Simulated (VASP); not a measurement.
# ZrC (Fmm2) in VASP: a series of runs

ZrC is run at these levels: LDA; tasks: single point.

Program: VASP 6.6.1. These are calculated values, not measurements. Logs are shortened: lines on timing, memory, paths and dates and some standing lists are left out, and cuts for length are marked.

## Step 1: The cell of the first run

It takes space group Fmm2 (No. 42, orthorhombic). The conventional cell has a = 4.533 Å, b = 4.858 Å, c = 4.533 Å, α = 90.00°, β = 90.00°, γ = 90.00°. Within 2.7 Å of Zr (site symmetry mm2) lie 6 C at 2.08 to 2.46 Å. Within 2.7 Å of C (site symmetry mm2) lie 6 Zr at 2.08 to 2.46 Å.

## Step 2: Single point, LDA (mode 4 frozen in at -0.172 Å, strain +e along z and -e/2 along x and y +0.0467)

The input, INCAR:

```
PREC     = Accurate       # precision mode
ENCUT    = 520            # plane-wave cutoff, eV
EDIFF    = 1E-7           # SCF threshold, eV
ISMEAR   = 0              # smearing method
SIGMA    = 0.15           # smearing width, eV
LREAL    = F              # projectors in reciprocal space
LASPH    = T              # aspherical terms in the spheres
NELM     = 80             # most SCF steps
ALGO     = Normal         # electronic algorithm
ISIF     = 2              # what is computed and relaxed
LWAVE    = F              # write WAVECAR
LCHARG   = F              # write CHGCAR
NBANDS   = 15             # bands
```

The input, KPOINTS:

```
regular mesh
0
Gamma
  16 16 16
```

The input, POSCAR:

```
ZrC
1.0
    0.0000000000      2.2665395978      2.4291066370
    2.2665395978      0.0000000000      2.4291066370
    2.2665395978      2.2665395978      0.0000000000
Zr C
1 1
Direct
    0.4951207967      0.5048792033      0.5048792033
    0.0370573274     -0.0370573274     -0.0370573274
```

Potentials or basis: VASP PAW LDA potentials, release 64 (Zr_sv, C).

Command:

```
$ cat potpaw_LDA.64/Zr_sv/POTCAR potpaw_LDA.64/C/POTCAR > POTCAR
$ mpirun -np 1 vasp_std > vasp.out
```

OUTCAR:

```text
PREC = Accurate
   ENCUT = 520
   EDIFF = 1E-7
   ISMEAR = 0
   LREAL = F
   LASPH = T
   NELM = 80
   ISIF = 2

 ion  position               nearest neighbor table
   1  0.495  0.505  0.505-   2 2.08   2 2.27   2 2.27   2 2.44   2 2.44   2 2.46
   2  0.037  0.963  0.963-   1 2.08   1 2.27   1 2.27   1 2.44   1 2.44   1 2.46

  LATTYP: Found a body centered tetragonal cell.
 ALAT       =     3.2053710389
 C/A-ratio  =     1.5156477098

  Lattice vectors:

 A1 = (  -2.2665395978,   0.0000000000,   2.4291066370)
 A2 = (   2.2665395978,   0.0000000000,   2.4291066370)
 A3 = (   0.0000000000,   2.2665395978,  -2.4291066370)

Analysis of symmetry for initial positions (statically):
=====================================================================
 Subroutine PRICEL returns:
 Original cell was already a primitive cell.

 Routine SETGRP: Setting up the symmetry group for a
 body centered tetragonal supercell.

 Subroutine GETGRP returns: Found  4 space group operations
 (whereof  4 operations were pure point group operations)
 out of a pool of 16 trial point group operations.

The static configuration has the point symmetry C_2v.

Analysis of symmetry for dynamics (positions and initial velocities):
=====================================================================
 Subroutine PRICEL returns:
 Original cell was already a primitive cell.

 Routine SETGRP: Setting up the symmetry group for a
 body centered tetragonal supercell.

 Subroutine GETGRP returns: Found  4 space group operations
 (whereof  4 operations were pure point group operations)
 out of a pool of 16 trial point group operations.

The dynamic configuration has the point symmetry C_2v.

 Subroutine INISYM returns: Found  4 space group operations
 (whereof  4 operations are pure point group operations),
 and found     1 'primitive' translations

----------------------------------------------------------------------------------------

                                     Primitive cell

  volume of cell :      24.9576

  direct lattice vectors                    reciprocal lattice vectors
     0.000000000  2.266539598  2.429106637    -0.220600602  0.220600602  0.205836991
     2.266539598  0.000000000  2.429106637     0.220600602 -0.220600602  0.205836991
     2.266539598  2.266539598  0.000000000     0.220600602  0.220600602 -0.205836991

  length of vectors
     3.322312568  3.322312568  3.205371039     0.373762114  0.373762114  0.373762114

  position of ions in fractional coordinates (direct lattice)
     0.495120797  0.504879203  0.504879203
     0.037057327  0.962942673  0.962942673

  ion indices of the primitive-cell ions
   primitive index   ion index
                 1           1
                 2           2

----------------------------------------------------------------------------------------

 KPOINTS: regular mesh

Automatic generation of k-mesh.
 Grid dimensions read from file:
 generate k-points for:   16   16   16

 Generating k-lattice:

  Cartesian coordinates                     Fractional coordinates (reciprocal lattice)
    -0.013787538  0.013787538  0.012864812     0.062500000  0.000000000  0.000000000
     0.013787538 -0.013787538  0.012864812     0.000000000  0.062500000  0.000000000
     0.013787538  0.013787538 -0.012864812     0.000000000  0.000000000  0.062500000

  Length of vectors
     0.023360132  0.023360132  0.023360132

  Shift w.r.t. Gamma in fractional coordinates (k-lattice)
     0.000000000  0.000000000  0.000000000

 Subroutine IBZKPT returns following result:
 ===========================================

 Found    621 irreducible k-points:

 Following reciprocal coordinates:
            Coordinates               Weight
  0.000000  0.000000  0.000000      1.000000
  0.062500  0.000000  0.000000      8.000000
  0.125000  0.000000  0.000000      8.000000
  0.187500  0.000000  0.000000      8.000000
  0.250000  0.000000  0.000000      8.000000
  0.312500  0.000000  0.000000      8.000000
[... 16 lines left out ...]
 -0.125000  0.062500  0.000000      8.000000
 -0.062500  0.062500  0.000000      4.000000
 [... further k-points ...]
   k-points           NKPTS =    621   k-points in BZ     NKDIM =    621   number of bands    NBANDS=     15
   number of dos      NEDOS =    301   number of ions     NIONS =      2
   total plane-waves  NPLWV =  18816
   dimension x,y,z NGX =    28 NGY =   28 NGZ =   24
   dimension x,y,z NGXF=    56 NGYF=   56 NGZF=   48
   ions per type =               1   1
   NGX,Y,Z   is equivalent  to a cutoff of  14.01, 14.01, 12.45 a.u.
   NGXF,Y,Z  is equivalent  to a cutoff of  28.02, 28.02, 24.90 a.u.
 SYSTEM =  unknown system
   PREC   = accura    normal or accurate (medium, high low for compatibility)
   ISTART =      0    job   : 0-new  1-cont  2-samecut
   ICHARG =      2    charge: 1-file 2-atom 10-const
   ISPIN  =      1    spin polarized calculation?
   LNONCOLLINEAR =      F non collinear calculations
[... 29 lines left out ...]
   GGA     = CA    functional components
   LHFCALC =     F    Hartree Fock is set to
   AEXX    =    0.0000 exact exchange contribution
   IVDW    =     0    specifies the selected vdW correction
   LEPSILON=     F    determine dielectric tensor
   LRPA    =     F    only Hartree local field effects (RPA)
 non-spin polarized calculation
 Gauss-broadening in eV      SIGMA  =   0.15
  energy-cutoff  :      520.00
  volume of cell :       24.96
 maximum number of plane-waves:       684
 NGX is ok and might be reduce to    28

 number of electron      16.0000000 magnetization

 Free energy of the ion-electron system (eV)
  ---------------------------------------------------
  ext. energy  EPLUGINS =         0.00000000
  ---------------------------------------------------
  free energy    TOTEN  =       -20.97950891 eV

  energy without entropy =      -20.97637295  energy(sigma->0) =      -20.97794093

 E-fermi :  10.0251     XC(G=0): -12.5271

 val. band max:       10.0186406254   @ k =   0.0000  -0.4375  -0.4375
 cond. band min:      10.0436959358   @ k =   0.0000  -0.4375   0.5000
 fundamental gap:      0.0250553103
 Fermi energy:        10.0250849008

 k-point     1 :       0.0000    0.0000    0.0000
  band No.  band energies     occupation
      1     -37.7229      2.00000
      2     -15.5981      2.00000
      3     -15.5785      2.00000
      4     -15.5371      2.00000
      5      -1.3289      2.00000
      6       9.4651      2.00000
      7       9.8340      1.92835
      8      10.2317      0.05137
      9      11.2292      0.00000
     10      12.0908      0.00000
     11      12.1498      0.00000
     12      12.3144      0.00000
     13      14.1366      0.00000
     14      17.9811      0.00000
     15      20.4032      0.00000

 k-point     2 :       0.0625    0.0000    0.0000
  band No.  band energies     occupation
      1     -37.7181      2.00000
      2     -15.6238      2.00000
      3     -15.5920      2.00000
      4     -15.5478      2.00000
      5      -1.2314      2.00000
      6       9.2017      2.00000
      7       9.5246      2.00000
      8      10.2311      0.05212
      9      11.2174      0.00000
     10      11.7046      0.00000
     11      12.0957      0.00000
     12      13.0677      0.00000
     13      14.5858      0.00000
     14      18.1712      0.00000
     15      20.6648      0.00000

 k-point     3 :       0.1250    0.0000    0.0000
  band No.  band energies     occupation
      1     -37.7044      2.00000
      2     -15.7351      2.00000
      3     -15.6101      2.00000
      4     -15.5582      2.00000
      5      -0.9497      2.00000
      6       8.5191      2.00000
      7       9.0158      2.00000
      8       9.7588      1.98795
      9      11.3779      0.00000
     10      11.6611      0.00000
     11      12.2223      0.00000
     12      14.1039      0.00000
     13      15.5673      0.00000
     14      18.6647      0.00000
     15      21.3869      0.00000
[... 343 lines left out ...]
 k-point    23 :      -0.1250    0.0625    0.0000
  band No.  band energies     occupation
      1     -37.6927      2.00000
      2     -15.8226      2.00000
      3     -15.6448      2.00000
      4     -15.5509      2.00000
      5      -0.6961      2.00000
      6       8.1258      2.00000
      7       8.7957      2.00000
      8       9.1404      2.00000
      9      11.4705      0.00000
     10      11.9869      0.00000
     11      12.6642      0.00000
     12      13.7323      0.00000
     13      16.6731      0.00000
     14      19.2041      0.00000
     15      21.9474      0.00000

 k-point    24 :      -0.0625    0.0625    0.0000
  band No.  band energies     occupation
      1     -37.7094      2.00000
      2     -15.6811      2.00000
      3     -15.6207      2.00000
      4     -15.5499      2.00000
      5      -1.0477      2.00000
      6       8.7888      2.00000
      7       9.3275      2.00000
      8       9.7846      1.97666
      9      11.2612      0.00000
     10      11.7130      0.00000
     11      12.5612      0.00000
     12      12.9104      0.00000
     13      15.5062      0.00000
     14      18.5896      0.00000
     15      21.1204      0.00000

 [... further k-points ...]
[... 5 lines left out ...]
  --------------------------------------------------------------------------------------
  -------------------------------------------------------------------------------------
  Total        3.9671433      1.7936876     -2.3297539      0.0000000      0.0000000      0.0000000
  in kB      254.6743884    115.1474173   -149.5606795      0.0000000      0.0000000      0.0000000
  external PRESSURE =      73.4203754 kB  Pullay stress =       0.0000000 kB

 VOLUME and BASIS-vectors are now :
 -----------------------------------------------------------------------------
  energy-cutoff  :      520.00
  volume of cell :       24.96
      direct lattice vectors                 reciprocal lattice vectors
     0.000000000  2.266539598  2.429106637    -0.220600602  0.220600602  0.205836991
     2.266539598  0.000000000  2.429106637     0.220600602 -0.220600602  0.205836991
     2.266539598  2.266539598  0.000000000     0.220600602  0.220600602 -0.205836991

 POSITION                                       TOTAL-FORCE (eV/Angst)
 -----------------------------------------------------------------------------------
      2.28866      2.26654      2.42911        -2.246452      0.000000      0.000000
      4.36510      2.26654      2.42911         2.246452      0.000000      0.000000
 -----------------------------------------------------------------------------------
    total drift:                               -0.000015     -0.000001      0.000003

  FREE ENERGIE OF THE ION-ELECTRON SYSTEM (eV)
  ---------------------------------------------------
  free  energy   TOTEN  =       -20.9795089111 eV

  energy  without entropy=      -20.9763729451  energy(sigma->0) =      -20.97794093
```

It took 97 s on 1 thread of Intel Xeon 6975P-C (Granite Rapids), shared host; peak memory 0.33 GiB.

Results:

- Free energy: -20.9795 eV
- Pressure: 7.3 GPa
- Largest force: 2.246 eV/Å
- Band gap on the k mesh: zero (band 8 reaches 10.50 eV, above the bottom of band 9 at 9.29 eV)

Forces in eV/Å, atoms in the order of the input:
```
Zr  -2.246  0.000  0.000
C    2.246  0.000  0.000
```

Caveat: the cell differs from its parent crystal (mode 4 frozen in at -0.172 Å, strain +e along z and -e/2 along x and y +0.0467); forces of over 1 eV/Å act on the atoms, so gaps and moduli don't describe the material at rest.

## Step 3: Single point, LDA (mode 4 frozen in at -0.115 Å, strain +e along z and -e/2 along x and y +0.0233)

The input, INCAR:

```
ALGO = Normal
EDIFF = 1E-6
ENCUT = 520
GGA = CA
ISIF = 2
ISMEAR = 0
LASPH = T
LCHARG = T
LELF = T
LREAL = F
LVHAR = T
LWAVE = F
NBANDS = 15
NELM = 100
PREC = Accurate
SIGMA = 0.15
```

The input, KPOINTS:

```
k-points
0
Gamma
  16 16 16
```

The input, POSCAR:

```
ZrC
1.0
    0.0000000000      2.2936921226      2.3748015875
    2.2936921226      0.0000000000      2.3748015875
    2.2936921226      2.2936921226      0.0000000000
Zr C
1 1
Direct
    0.4967462522      0.5032537478      0.5032537478
    0.0247120666     -0.0247120666     -0.0247120666
```

Potentials or basis: VASP PAW LDA potentials, release 64 (Zr_sv, C).

Command:

```
$ cat potpaw_LDA.64/Zr_sv/POTCAR potpaw_LDA.64/C/POTCAR > POTCAR
$ mpirun -np 1 vasp_std > vasp.out
```

Wall time 96 s (1 thread of Intel Xeon 6975P-C (Granite Rapids), shared host); peak memory 0.32 GiB.

It converged, with:

```yaml
Free_energy: -21.1780 eV
Pressure: 2.9 GPa
Largest_force: 1.207 eV/Å
Band_gap_on_the_k_mesh: zero (band 8 reaches 10.51 eV, above the bottom of band 9 at 9.41 eV)
```

Forces in eV/Å, atoms in the order of the input:
```
Zr  -1.207  0.000  0.000
C    1.207  0.000  0.000
```

Stress tensor (GPa, compression positive):
```
11.34  0.00  0.00
 0.00  5.60  0.00
 0.00  0.00 -8.13
```

Levels at points of the mesh, in eV from the Fermi level:
| k point | band 4 | band 5 | band 6 | band 7 | band 8 | band 9 | band 10 | band 11 | band 12 | band 13 |
| --- | --- | --- | --- | --- | --- | --- | --- | --- | --- | --- |
| (0.00, 0.00, 0.00) | -25.54 | -11.32 | 0.04 | 0.19 | 0.55 | 1.12 | 1.73 | 1.74 | 2.64 | 3.53 |
| (0.50, 0.00, 0.00) | -25.61 | -8.00 | -5.49 | -3.15 | -3.06 | 4.45 | 4.74 | 5.47 | 6.61 | 9.91 |
| (0.50, 0.50, 0.00) | -25.83 | -10.17 | -2.27 | -2.24 | 0.14 | 0.54 | 4.73 | 5.83 | 5.83 | 8.20 |
| (0.50, 0.00, 0.50) | -25.87 | -10.16 | -2.30 | -1.87 | 0.07 | 0.25 | 4.68 | 5.64 | 6.05 | 8.60 |
| (0.00, 0.50, 0.50) | -25.88 | -10.16 | -2.01 | -1.79 | -0.09 | 0.11 | 4.58 | 5.64 | 6.05 | 8.22 |

Caveat: the cell differs from its parent crystal (mode 4 frozen in at -0.115 Å, strain +e along z and -e/2 along x and y +0.0233); forces of over 1 eV/Å act on the atoms, so gaps and moduli don't describe the material at rest.

## Step 4: Single point, LDA (mode 4 frozen in at -0.172 Å, strain +e along z and -e/2 along x and y +0.0233)

The input, INCAR:

```
SYSTEM = ZrC
PREC = Accurate ; ENCUT = 520
EDIFF = 1E-6 ; ISMEAR = 0
SIGMA = 0.15 ; LREAL = .False.
LASPH = .True. ; NELM = 80
ALGO = Normal ; ISIF = 2
LWAVE = .False. ; LCHARG = .False.
GGA = CA ; NBANDS = 15
```

The input, KPOINTS:

```
Automatic mesh
0
Gamma
  16 16 16
  0 0 0
```

The input, POSCAR:

```
ZrC
1.0
    0.0000000000      2.2936921226      2.3748015875
    2.2936921226      0.0000000000      2.3748015875
    2.2936921226      2.2936921226      0.0000000000
Zr C
1 1
Direct
    0.4951207967      0.5048792033      0.5048792033
    0.0370573274     -0.0370573274     -0.0370573274
```

Command:

```
$ cat potpaw_LDA.64/Zr_sv/POTCAR potpaw_LDA.64/C/POTCAR > POTCAR
$ mpirun -np 1 vasp_std > vasp.out
```

Wall time 83 s (1 thread of Intel Xeon 6975P-C (Granite Rapids), shared host); peak memory 0.33 GiB.

Results (log left out):

| Quantity | Value |
| --- | --- |
| Free energy | -21.0771 eV |
| Pressure | 5.1 GPa |
| Largest force | 1.973 eV/Å |
| Band gap on the k mesh | zero (band 8 reaches 10.41 eV, above the bottom of band 9 at 9.32 eV) |

Forces on the atoms (eV/Å):
```
Zr  -1.973  0.000  0.000
C    1.973  0.000  0.000
```

Stress tensor (GPa, compression positive):
```
18.35  0.00  0.00
 0.00  5.29  0.00
 0.00  0.00 -8.37
```

Levels at points of the mesh, in eV from the Fermi level:
```csv
k point,band 4,band 5,band 6,band 7,band 8,band 9,band 10,band 11,band 12,band 13
"(0.00, 0.00, 0.00)",-25.57,-11.32,-0.38,-0.19,0.17,1.09,2.11,2.15,2.63,3.99
"(0.50, 0.00, 0.00)",-25.65,-8.05,-5.49,-3.18,-3.05,4.36,4.72,5.39,6.54,9.62
"(0.50, 0.50, 0.00)",-25.86,-10.17,-2.56,-2.30,0.04,0.85,4.85,5.78,5.79,8.12
"(0.50, 0.00, 0.50)",-25.90,-10.16,-2.61,-1.91,0.01,0.56,4.77,5.60,6.01,8.47
"(0.00, 0.50, 0.50)",-25.91,-10.15,-2.05,-1.73,-0.12,0.07,4.56,5.59,6.01,7.70
```

Caveat: the cell differs from its parent crystal (mode 4 frozen in at -0.172 Å, strain +e along z and -e/2 along x and y +0.0233); forces of over 1 eV/Å act on the atoms, so gaps and moduli don't describe the material at rest.

## Step 5: Single point, LDA (mode 4 frozen in at -0.172 Å, strain +e along z and -e/2 along x and y -0.0233)

The input, INCAR:

```
  ALGO = Normal
  EDIFF = 1E-6
  ENCUT = 520
  GGA = CA
  ISIF = 2
  ISMEAR = 0
  LASPH = True
  LCHARG = False
  LREAL = False
  LWAVE = False
  NBANDS = 15
  NELM = 100
  PREC = Accurate
  SIGMA = 0.15
```

The input, KPOINTS:

```
k-points
0
Gamma
  16 16 16
```

The input, POSCAR:

```
ZrC
1.0
    0.0000000000      2.3477650992      2.2666556343
    2.3477650992      0.0000000000      2.2666556343
    2.3477650992      2.3477650992      0.0000000000
Zr C
1 1
Direct
    0.4951207967      0.5048792033      0.5048792033
    0.0370573274     -0.0370573274     -0.0370573274
```

Command:

```
$ cat potpaw_LDA.64/Zr_sv/POTCAR potpaw_LDA.64/C/POTCAR > POTCAR
$ mpirun -np 1 vasp_std > vasp.out
```

It took 64 s on 1 thread of Intel Xeon 6975P-C (Granite Rapids), shared host; peak memory 0.32 GiB.

Results (log left out):

* Free energy: -21.1197 eV
* Pressure: 4.3 GPa
* Largest force: 1.460 eV/Å
* Band gap on the k mesh: zero (band 8 reaches 10.31 eV, above the bottom of band 9 at 9.55 eV)

Forces on the atoms (eV/Å):
```
Zr  -1.460  0.000  0.000
C    1.460  0.000  0.000
```

Stress tensor (GPa, compression positive):
```
 6.98  0.00  0.00
 0.00 -4.53  0.00
 0.00  0.00 10.42
```

Levels at points of the mesh, in eV from the Fermi level:
```tsv
k point	band 4	band 5	band 6	band 7	band 8	band 9	band 10	band 11	band 12	band 13
(0.00, 0.00, 0.00)	-25.57	-11.32	-0.27	-0.09	0.01	0.85	2.20	2.26	2.85	3.83
(0.50, 0.00, 0.00)	-25.64	-8.06	-5.47	-3.13	-3.05	4.41	4.64	5.38	6.50	9.91
(0.50, 0.50, 0.00)	-25.95	-10.15	-2.63	-1.76	-0.16	0.59	4.81	5.80	5.81	8.57
(0.50, 0.00, 0.50)	-25.89	-10.16	-2.56	-2.18	-0.12	0.92	4.80	5.61	5.98	8.29
(0.00, 0.50, 0.50)	-25.87	-10.15	-2.02	-2.01	0.01	0.22	4.55	5.61	5.98	7.53
```

Caveat: the cell differs from its parent crystal (mode 4 frozen in at -0.172 Å, strain +e along z and -e/2 along x and y -0.0233); forces of over 1 eV/Å act on the atoms, so gaps and moduli don't describe the material at rest.

## Step 6: Overview

| cell | gap on the mesh (eV) | pressure (GPa) | largest force (eV/Å) |
| --- | --- | --- | --- |
| a = 3.322, b = 3.322, c = 3.205 Å, angles 61.2, 61.2, 57.7°, 2 atoms | none | 7.3 | 2.25 |
| a = 3.302, b = 3.302, c = 3.244 Å, angles 60.6, 60.6, 58.8°, 2 atoms | none | 5.1 | 1.97 |
| a = 3.263, b = 3.263, c = 3.320 Å, angles 59.4, 59.4, 61.2°, 2 atoms | none | 4.3 | 1.46 |

Some of these runs hold the atoms at other places in the same cell, which the table doesn't show; runs alike in all that it shows share one row.

Alike in all rows: task single point; level LDA; potentials or basis VASP PAW LDA potentials, release 64 (Zr_sv, C); no spin polarisation; k mesh 16 × 16 × 16; cutoff (eV) 520; smearing gaussian 0.15 eV.

Caveats: forces of over 1 eV/Å act on the atoms, so gaps and moduli don't describe the material at rest.

Absolute energies hang on the potentials; compare differences alone.
